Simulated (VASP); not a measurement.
Set up this calculation in VASP 6.6.1, as the native input.

```yaml
Task: relaxation of cell and atoms
Functional: r2SCAN
Potentials_or_basis: VASP PAW PBE potentials, release 64 (Pb_d, O)
Cutoff: 600 eV
k_mesh: 4 × 4 × 6
Occupations: fermi-dirac, width 0.02 eV
Spin: no spin polarisation
Dipole_correction: no
Further_INCAR_settings: ALGO = Normal; EDIFF = 1e-06; IBRION = 2; EDIFFG = -0.005; NSW = 80; ISIF = 3
```

PbO2 (Plattnerite):

```
CELL_PARAMETERS angstrom
5.08191 0.00000 0.00000
0.00000 5.08191 0.00000
0.00000 0.00000 3.44166
ATOMIC_POSITIONS crystal
Pb 0.00000 0.00000 0.00000
Pb 0.50000 0.50000 0.50000
O 0.30798 0.30798 0.00000
O 0.19202 0.80798 0.50000
O 0.69202 0.69202 0.00000
O 0.80798 0.19202 0.50000
```

The input as run:

POSCAR

```
PbO2
1.0
    5.0819121904      0.0000000000      0.0000000000
    0.0000000000      5.0819121904      0.0000000000
    0.0000000000      0.0000000000      3.4416552915
Pb O
2 4
Direct
    0.0000000000      0.0000000000      0.0000000000
    0.5000000000      0.5000000000      0.5000000000
    0.3079834371      0.3079834371      0.0000000000
    0.1920165629      0.8079834371      0.5000000000
    0.6920165629      0.6920165629      0.0000000000
    0.8079834371      0.1920165629      0.5000000000
```

INCAR.step1

```
SYSTEM = PbO2
ALGO = Normal
EDIFF = 1E-4
ENCUT = 600
GGA = PE
ISMEAR = -1
LASPH = .True.
LCHARG = .False.
LREAL = .False.
LWAVE = .True.
NELM = 80
PREC = Accurate
SIGMA = 0.02
```

INCAR.step2

```
SYSTEM = PbO2
ALGO = Normal
EDIFF = 1E-6
EDIFFG = -0.005
ENCUT = 600
IBRION = 2
ISIF = 3
ISMEAR = -1
ISTART = 1
LASPH = .True.
LCHARG = .False.
LMIXTAU = .True.
LREAL = .False.
LWAVE = .False.
METAGGA = R2SCAN
NELM = 80
NSW = 80
PREC = Accurate
SIGMA = 0.02
```

KPOINTS

```
k-points
0
Gamma
  4 4 6
  0 0 0
```

Potentials or basis: VASP PAW PBE potentials, release 64 (Pb_d, O).

Launch:

```bash
$ cat potpaw_PBE.64/Pb_d/POTCAR potpaw_PBE.64/O/POTCAR > POTCAR
$ cp INCAR.step1 INCAR
$ mpirun -np 1 vasp_std > vasp.out
$ cp INCAR.step2 INCAR
$ mpirun -np 1 vasp_std > vasp.out
```

Results of the run:

| Property | Result |
| --- | --- |
| Relaxed volume | 14.17 Å³/atom |
| Relaxed cell | a = 4.989 Å, b = 4.989 Å, c = 3.416 Å, α = 90.00°, β = 90.00°, γ = 90.00° |
| Space group after relaxing (to 0.05 Å) | P4_2/mnm (No. 136) |
| Energy gained by relaxing | 11.4 meV/atom |
| Ionic steps | 9 |
| Pressure after relaxing | 0.0 GPa |
| Largest force after relaxing | 0.005 eV/Å |
| Band gap on the k mesh | 0.18 eV, indirect (least direct gap 0.57 eV) |

Caveat: the PAW data sets were made with another functional, which shifts forces and pressure a little; spin-orbit coupling is left out, which moves the levels of the heavy elements.

It took 15 min on 1 thread of Intel(R) Xeon(R) 6975P-C (Granite Rapids), with other jobs on the host, peak memory 0.3 GiB.
